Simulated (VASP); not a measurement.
# Bi in VASP: notebook

Runs on Bi. Level: PBE. Tasks: single point.

Everything below comes from runs of VASP 6.6.1. Logs are shortened: lines on timing, memory, paths and dates and some standing lists are left out, and cuts for length are marked.

**1. The cell of the first run**

The structure is hexagonal, space group P6_3/mmc (No. 194). The conventional cell has a = 4.539 Å, b = 4.539 Å, c = 12.184 Å, α = 90.00°, β = 90.00°, γ = 120.00°.

This isn't the form of Bi at room conditions, which is rhombohedral.

**2. Single point, PBE (zz strain of +3 %)**

INCAR reads:

```
SYSTEM = Bi
PREC = Accurate ; ENCUT = 520
EDIFF = 1E-6 ; ISMEAR = -1
SIGMA = 0.03 ; LREAL = .False.
LASPH = .True. ; NELM = 100
ALGO = Normal ; ISIF = 2
LWAVE = .False. ; LCHARG = .True.
GGA = PE ; LELF = .True.
LVHAR = .True. ; NBANDS = 22
```

KPOINTS reads:

```
regular mesh
0
Gamma
  9 9 3
  0 0 0
```

POSCAR reads:

```
Bi
1.0
    4.5390002997      0.0000000000      0.0000000000
   -2.2695001499      3.9308895674      0.0000000000
    0.0000000000      0.0000000000     12.1838700000
Bi
2
Direct
    0.3333333333      0.6666666667      0.2500000000
    0.6666666667      0.3333333333      0.7500000000
```

Potentials or basis: VASP PAW PBE potentials, release 64 (Bi_d).

Run with:

```
$ cat potpaw_PBE.64/Bi_d/POTCAR > POTCAR
$ mpirun -np 1 vasp_std > vasp.out
```

OUTCAR:

```text
SYSTEM = Bi
   PREC = Accurate
   ENCUT = 520
   EDIFF = 1E-6
   ISMEAR = -1
   LREAL = .False.
   LASPH = .True.
   NELM = 100
   ISIF = 2
   GGA = PE

 ion  position               nearest neighbor table
   1  0.333  0.667  0.250-
   2  0.667  0.333  0.750-

  LATTYP: Found a hexagonal cell.
 ALAT       =     4.5390002997
 C/A-ratio  =     2.6842628763

  Lattice vectors:

 A1 = (   4.5390002997,   0.0000000000,   0.0000000000)
 A2 = (  -2.2695001499,   3.9308895674,   0.0000000000)
 A3 = (   0.0000000000,   0.0000000000,  12.1838700000)

Analysis of symmetry for initial positions (statically):
=====================================================================
 Subroutine PRICEL returns:
 Original cell was already a primitive cell.

 Routine SETGRP: Setting up the symmetry group for a
 hexagonal supercell.

 Subroutine GETGRP returns: Found 24 space group operations
 (whereof 12 operations were pure point group operations)
 out of a pool of 24 trial point group operations.

The static configuration has the point symmetry D_3d.
 The point group associated with its full space group is D_6h.

Analysis of symmetry for dynamics (positions and initial velocities):
=====================================================================
 Subroutine PRICEL returns:
 Original cell was already a primitive cell.

 Routine SETGRP: Setting up the symmetry group for a
 hexagonal supercell.

 Subroutine GETGRP returns: Found 24 space group operations
 (whereof 12 operations were pure point group operations)
 out of a pool of 24 trial point group operations.

The dynamic configuration has the point symmetry D_3d.
 The point group associated with its full space group is D_6h.

 Subroutine INISYM returns: Found 24 space group operations
 (whereof 12 operations are pure point group operations),
 and found     1 'primitive' translations

----------------------------------------------------------------------------------------

                                     Primitive cell

  volume of cell :     217.3884

  direct lattice vectors                    reciprocal lattice vectors
     4.539000300  0.000000000  0.000000000     0.220312830  0.127197672  0.000000000
[... 77 lines left out ...]
   ISTART =      0    job   : 0-new  1-cont  2-samecut
   ICHARG =      2    charge: 1-file 2-atom 10-const
   ISPIN  =      1    spin polarized calculation?
   LNONCOLLINEAR =      F non collinear calculations
   LSORBIT =      F    spin-orbit coupling
   LASPH  =      T    aspherical Exc in radial PAW
   ENCUT  =  520.0 eV  38.22 Ry    6.18 a.u.   8.44  8.44 22.65*2*pi/ulx,y,z
   NELM   =    100;   NELMIN=  2; NELMDL= -5     # of ELM steps
   EDIFF  = 0.1E-05   stopping-criterion for ELM
   LREAL  =      F    real-space projection
   EDIFFG = 0.1E-04   stopping-criterion for IOM
   NSW    =      0    number of steps for IOM
   IBRION =     -1    ionic relax: 0-MD 1-quasi-New 2-CG
   NFREE  =      0    steps in history (QN), initial steepest desc. (CG)
   ISIF   =      2    stress and relaxation
   ISYM   =      2    0-nonsym 1-usesym 2-fastsym
   POTIM  = 0.5000    time-step for ionic-motion
   TEBEG  =    0.0;   TEEND  =   0.0 temperature during run
   PSTRESS=    0.0 pullay stress
   NELECT =      30.0000    total number of electrons
   NUPDOWN=      -1.0000    fix difference up-down
   EMIN   =  10.00;   EMAX   =-10.00  energy-range for DOS
   EFERMI =   0.00;   METHOD = LEGACY
   ISMEAR =    -1;   SIGMA  =   0.03  broadening in eV -4-tet -1-fermi 0-gaus
   EFERMI_NEDOS =   21; number of points for ismear=-14 and -15
   IALGO  =     38    algorithm
   IMIX   =      4    mixing-type and parameters
     AMIX     =   0.40;   BMIX     =  1.00
     AMIX_MAG =   1.60;   BMIX_MAG =  1.00
  volume/ion in A,a.u.               =     108.69       733.50
  Fermi-wavevector in a.u.,A,eV,Ry     =   0.845999  1.598706  9.737883  0.715714
  Thomas-Fermi vector in A             =   1.961276
   LORBIT       =      0    0 simple, 1 ext, 2 COOP (PROOUT), +10 PAW based schemes
   GGA     = PE    functional components
   LHFCALC =     F    Hartree Fock is set to
   AEXX    =    0.0000 exact exchange contribution
   IVDW    =     0    specifies the selected vdW correction
   LEPSILON=     F    determine dielectric tensor
   LRPA    =     F    only Hartree local field effects (RPA)
 non-spin polarized calculation
  energy-cutoff  :      520.00
  volume of cell :      217.39
 maximum number of plane-waves:      5913
 NGX is ok and might be reduce to    36
   NGX = 17   NGY = 17   NGZ = 45

 number of electron      30.0000003 magnetization

 Free energy of the ion-electron system (eV)
  ---------------------------------------------------
  ext. energy  EPLUGINS =         0.00000000
  ---------------------------------------------------
  free energy    TOTEN  =        -3.21081604 eV

  energy without entropy =       -3.18843656  energy(sigma->0) =       -3.19962630

 E-fermi :  -1.1576     XC(G=0):  -5.2012

 val. band max:       -1.1690878027   @ k =   0.2222   0.1111   0.0000
 cond. band min:      -1.1465483928   @ k =   0.3333   0.1111   0.3333
 fundamental gap:      0.0225394099
 Fermi energy:        -1.1576053145

 k-point     1 :       0.0000    0.0000    0.0000
  band No.  band energies     occupation
      1     -23.9755      2.00000
      2     -23.9755      2.00000
      3     -23.9707      2.00000
      4     -23.9707      2.00000
      5     -23.9706      2.00000
      6     -23.9706      2.00000
[... 589 lines left out ...]
     21       4.4413      0.00000
     22       4.9155      0.00000

------------------------ aborting loop because EDIFF is reached ----------------------------------------

  FORCE on cell =-STRESS in cart. coord.  units (eV):
  Direction    XX          YY          ZZ          XY          YZ          ZX
  --------------------------------------------------------------------------------------
  -------------------------------------------------------------------------------------
  Total       -6.3044974     -6.3044974     -0.3314977      0.0000000      0.0000000      0.0000000
  in kB      -46.4648717    -46.4648717     -2.4431764      0.0000000      0.0000000      0.0000000
  external PRESSURE =     -31.7909732 kB  Pullay stress =       0.0000000 kB

 VOLUME and BASIS-vectors are now :
 -----------------------------------------------------------------------------
  energy-cutoff  :      520.00
  volume of cell :      217.39
      direct lattice vectors                 reciprocal lattice vectors
     4.539000300  0.000000000  0.000000000     0.220312830  0.127197672  0.000000000
    -2.269500150  3.930889567  0.000000000     0.000000000  0.254395343  0.000000000
     0.000000000  0.000000000 12.183870000     0.000000000  0.000000000  0.082075728

 POSITION                                       TOTAL-FORCE (eV/Angst)
 -----------------------------------------------------------------------------------
     -0.00000      2.62059      3.04597         0.000000      0.000000      0.000000
      2.26950      1.31030      9.13790        -0.000000     -0.000000      0.000000
 -----------------------------------------------------------------------------------
    total drift:                               -0.000000      0.000000      0.000000

  FREE ENERGIE OF THE ION-ELECTRON SYSTEM (eV)
  ---------------------------------------------------
  free  energy   TOTEN  =        -3.2108160408 eV

  energy  without entropy=       -3.1884365571  energy(sigma->0) =       -3.19962630
```

OSZICAR:

```text
N       E                     dE             d eps       ncg     rms          rms(c)
DAV:   1     0.259790739571E+03    0.25979E+03   -0.14332E+04  1152   0.116E+03
DAV:   2     0.165803208807E+02   -0.24321E+03   -0.23966E+03  1170   0.315E+02
DAV:   3    -0.255918872725E+01   -0.19140E+02   -0.18919E+02  1254   0.116E+02
DAV:   4    -0.319320360628E+01   -0.63401E+00   -0.63310E+00  1330   0.231E+01
DAV:   5    -0.321893047757E+01   -0.25727E-01   -0.25726E-01  1486   0.419E+00    0.783E-01
DAV:   6    -0.320710437308E+01    0.11826E-01   -0.34595E-02  1258   0.138E+00    0.497E-01
DAV:   7    -0.320929040659E+01   -0.21860E-02   -0.40119E-02  1218   0.124E+00    0.128E-01
DAV:   8    -0.321049896774E+01   -0.12086E-02   -0.33000E-03  1170   0.676E-01    0.512E-02
DAV:   9    -0.321070752898E+01   -0.20856E-03   -0.18408E-04  1312   0.896E-02    0.276E-02
DAV:  10    -0.321081089458E+01   -0.10337E-03   -0.11462E-04  1246   0.475E-02    0.328E-03
DAV:  11    -0.321081491205E+01   -0.40175E-05   -0.39688E-06  1032   0.154E-02    0.175E-03
DAV:  12    -0.321081595038E+01   -0.10383E-05   -0.23691E-06   912   0.107E-02    0.647E-04
DAV:  13    -0.321081604078E+01   -0.90402E-07   -0.10839E-07   816   0.316E-03
   1 F= -.32108160E+01 E0= -.31996263E+01  d E =-.223795E-01
```

Wall time 86 s (1 thread of Intel Xeon Platinum 8488C (Sapphire Rapids), shared host); peak memory 0.36 GiB.

Results:

| Property | Result |
| --- | --- |
| Free energy | -3.2108 eV |
| Pressure | -3.2 GPa |
| Band gap on the k mesh | zero (bands 15 and 16 overlap by 2.13 eV) |

Stress tensor (GPa, compression positive):
```
-4.65  0.00  0.00
 0.00 -4.65  0.00
 0.00  0.00 -0.24
```

Caveat: the cell differs from its parent crystal (zz strain of +3 %); the cell stands under tension; spin-orbit coupling is left out, which moves the levels of the heavy elements.

**3. Single point, PBE (equal xx and yy strain of +2 %)**

INCAR reads:

```
SYSTEM = Bi
PREC = Accurate ; ENCUT = 520
EDIFF = 1E-6 ; ISMEAR = -1
SIGMA = 0.03 ; LREAL = .False.
LASPH = .True. ; NELM = 60
ALGO = Normal ; ISIF = 2
LWAVE = .False. ; LCHARG = .False.
GGA = PE ; NBANDS = 22
```

KPOINTS reads:

```
Automatic mesh
0
Gamma
  9 9 3
  0 0 0
```

POSCAR reads:

```
Bi
1.0
    4.6297803057      0.0000000000      0.0000000000
   -2.3148901529      4.0095073588      0.0000000000
    0.0000000000      0.0000000000     11.8290000000
Bi
2
Direct
    0.3333333333      0.6666666667      0.2500000000
    0.6666666667      0.3333333333      0.7500000000
```

Potentials or basis: VASP PAW PBE potentials, release 64 (Bi_d).

Run with:

```
$ cat potpaw_PBE.64/Bi_d/POTCAR > POTCAR
$ mpirun -np 1 vasp_std > vasp.out
```

Run time: 77 s. Hardware: 1 thread of Intel Xeon Platinum 8488C (Sapphire Rapids), shared host; peak memory 0.36 GiB.

Results (log left out):

* Free energy: -2.9787 eV
* Pressure: -3.1 GPa
* Band gap on the k mesh: zero (bands 15 and 16 overlap by 1.92 eV)

Stress tensor (GPa, compression positive):
```
-4.40  0.00  0.00
 0.00 -4.40  0.00
 0.00  0.00 -0.35
```

Levels at points of the mesh, in eV from the Fermi level:
```csv
k point,band 11,band 12,band 13,band 14,band 15,band 16,band 17,band 18,band 19,band 20
"(0.00, 0.00, 0.00)",-10.27,-10.26,-0.77,-0.28,1.28,1.28,1.29,1.29,3.02,4.43
```

Caveat: the cell differs from its parent crystal (equal xx and yy strain of +2 %); the cell stands under tension; spin-orbit coupling is left out, which moves the levels of the heavy elements.

**4. Single point, PBE (equal xy, yz and zx shear strains of +1 %)**

INCAR reads:

```
SYSTEM = Bi
ALGO     = Normal         ! electronic algorithm
EDIFF    = 1E-6           ! SCF threshold, eV
ENCUT    = 520            ! plane-wave cutoff, eV
GGA      = PE             ! functional
ISIF     = 2              ! what is computed and relaxed
ISMEAR   = -1             ! smearing method
LASPH    = .True.         ! aspherical terms in the spheres
LCHARG   = .False.        ! write CHGCAR
LREAL    = .False.        ! projectors in reciprocal space
LWAVE    = .False.        ! write WAVECAR
NBANDS   = 22             ! bands
NELM     = 80             ! most SCF steps
PREC     = Accurate       ! precision mode
SIGMA    = 0.03           ! smearing width, eV
```

KPOINTS reads:

```
k-points
0
Gamma
  9 9 3
  0 0 0
```

POSCAR reads:

```
Bi
1.0
    4.5390002997      0.0226950015      0.0226950015
   -2.2498457021      3.9195420666      0.0083069471
    0.0591450000      0.0591450000     11.8290000000
Bi
2
Direct
    0.3333333333      0.6666666667      0.2500000000
    0.6666666667      0.3333333333      0.7500000000
```

Run with:

```
$ cat potpaw_PBE.64/Bi_d/POTCAR > POTCAR
$ mpirun -np 1 vasp_std > vasp.out
```

Wall time 10 min (1 thread of Oxide Virtual Turin-like, shared host); peak memory 0.6 GiB.

The run converged. Its results:

```
Free energy            : -3.2216 eV
Pressure               : -3.3 GPa
Band gap on the k mesh : zero (bands 15 and 16 overlap by 2.11 eV)
```

Stress tensor (GPa, compression positive):
```
-4.76  0.04 -0.02
 0.04 -4.76 -0.02
-0.02 -0.02 -0.34
```

Levels at points of the mesh, in eV from the Fermi level:
| k point | band 12 | band 13 | band 14 | band 15 | band 16 | band 17 | band 18 | band 19 |
| --- | --- | --- | --- | --- | --- | --- | --- | --- |
| (0.00, 0.00, 0.00) | -10.29 | -0.84 | -0.34 | 1.41 | 1.42 | 1.45 | 1.46 | 3.04 |

Caveat: the cell differs from its parent crystal (equal xy, yz and zx shear strains of +1 %); the cell stands under tension; spin-orbit coupling is left out, which moves the levels of the heavy elements.

**5. Overview**

| cell | gap on the mesh (eV) | pressure (GPa) |
| --- | --- | --- |
| a = 4.539, b = 4.539, c = 12.184 Å, angles 90.0, 90.0, 120.0°, 2 atoms | none | -3.2 |
| a = 4.630, b = 4.630, c = 11.829 Å, angles 90.0, 90.0, 120.0°, 2 atoms | none | -3.1 |
| a = 4.539, b = 4.519, c = 11.829 Å, angles 89.8, 89.4, 119.6°, 2 atoms | none | -3.3 |

Alike in all rows: task single point; level PBE; potentials or basis VASP PAW PBE potentials, release 64 (Bi_d); no spin polarisation; k mesh 9 × 9 × 3; cutoff (eV) 520; smearing fermi-dirac 0.03 eV.

Caveats: the cell stands under tension; spin-orbit coupling is left out, which moves the levels of the heavy elements.

Absolute energies hang on the potentials; compare differences alone.

The gap in the log of VASP goes by the Fermi energy; the results here count the filled bands.